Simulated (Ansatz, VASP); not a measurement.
# Two plane-wave programs on SnO

```
CELL_PARAMETERS angstrom
2.50000 -2.86000 0.00000
2.50000 2.86000 0.00000
0.00000 0.00000 11.12000
ATOMIC_POSITIONS crystal
Sn 0.00000 0.00000 0.00000
Sn 0.00000 0.00000 0.50000
Sn 0.55900 0.44100 0.25400
Sn 0.44100 0.55900 0.75400
O 0.93000 0.43000 0.38000
O 0.07000 0.57000 0.88000
O 0.57000 0.07000 0.38000
O 0.43000 0.93000 0.88000
```

Alike in both runs: task relaxation of cell and atoms; functional PBEsol; k mesh 6 × 6 × 2; occupations gaussian, width 0.1 eV; no spin polarisation.

|  | VASP | Ansatz |
| --- | --- | --- |
| version | VASP 6.6.1 | Ansatz 0.2.0 |
| potentials or method | VASP PAW PBE potentials, release 64 (Sn_d, O), cutoff 600 eV | scalar-relativistic, plane waves, PAW |
| valence electrons in the cell | 80 | 80 |

|  | VASP | Ansatz | Ansatz less VASP |
| --- | --- | --- | --- |
| gap on the k mesh at the Fermi level, each at its own relaxed structure (eV) | none | none | - |
| relaxed volume (Å³/atom) | 16.99 | 17.07 | +0.075 |
| relaxed length of the cell vector where the two differ most in proportion (Å) | 9.423 | 9.470 | +0.0470 |

VASP's potentials were made for PBE, not for PBEsol. A gap of «none» marks a metal or a gap that the smearing closes.
